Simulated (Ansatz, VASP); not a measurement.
## Co in VASP and in Ansatz

```
CELL_PARAMETERS angstrom
2.28685 0.00000 0.00000
0.00000 2.28685 0.00000
0.00000 0.00000 2.28685
ATOMIC_POSITIONS crystal
Co 0.00000 0.00000 0.00000
```

Alike in both runs: task relaxation of cell and atoms; functional PBEsol; k mesh 14 × 14 × 14; occupations fermi-dirac, width 0.05 eV; collinear spin.

|  | VASP | Ansatz |
| --- | --- | --- |
| version | VASP 6.6.1 | Ansatz 0.2.0 |
| potentials or method | VASP PAW PBE potentials, release 64 (Co), cutoff 600 eV | plane waves (420 eV) with PAW, scalar-relativistic |
| valence electrons in the cell | 9 | 17 |

|  | VASP | Ansatz | Ansatz less VASP |
| --- | --- | --- | --- |
| net moment per atom (μB) | 1.73 | 1.77 | +0.039 |
| size of the moment on the site where the two differ most (μB) | 1.73 | 1.77 | +0.042 |
| relaxed volume (Å³/atom) | 12.01 | 12.10 | +0.086 |
| relaxed cell length with the largest relative difference (Å) | 2.290 | 2.296 | +0.0054 |

VASP's potentials were made for PBE, not for PBEsol, and Ansatz warns of the same on its side. Site moments also hang on the region over which each program counts them. VASP's potentials hold 9 valence electrons a cell and Ansatz's 17, so a difference there can come from the potentials and not from the codes.
